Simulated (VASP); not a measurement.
The system is NaLaMnMoO6.

```
CELL_PARAMETERS angstrom
-2.72294 2.72294 3.89889
2.72294 -2.72294 3.89889
2.72294 2.72294 -3.89889
ATOMIC_POSITIONS crystal
Na 0.25000 0.75000 0.50000
La 0.75000 0.25000 0.50000
Mn 0.50000 0.50000 0.00000
Mo 0.00000 0.00000 0.00000
O 0.20766 0.29607 0.50371
O 0.29605 0.79234 0.08841
O 0.79236 0.70395 0.49629
O 0.70393 0.20764 0.91159
O 0.25194 0.25194 0.00000
O 0.74806 0.74806 0.00000
```

Program: VASP 6.6.1. Alike in all runs: task single point; potentials or basis VASP PAW PBE potentials, release 64 (Na_pv, La, Mn_pv, Mo_sv, O); spin collinear, ferromagnetic start; cell as given; smearing fermi-dirac 0.05 eV.

Q: Order these runs on this cell by their pressure, lowest first.
A. level PBE; k mesh 4 × 4 × 4; cutoff (eV) 520
B. level BLYP; k mesh 5 × 5 × 5; cutoff (eV) 520
C. level revPBE; k mesh 5 × 5 × 5; cutoff (eV) 600

A: A (-0.4 GPa), C (4.3 GPa), B (6.0 GPa).

Caveats: a cell with one magnetic atom can't hold antiferromagnetic order, which such compounds often take; the cell stands under pressure (at least some runs); the PAW data sets were made with another functional, which shifts forces and pressure a little (at least some runs).
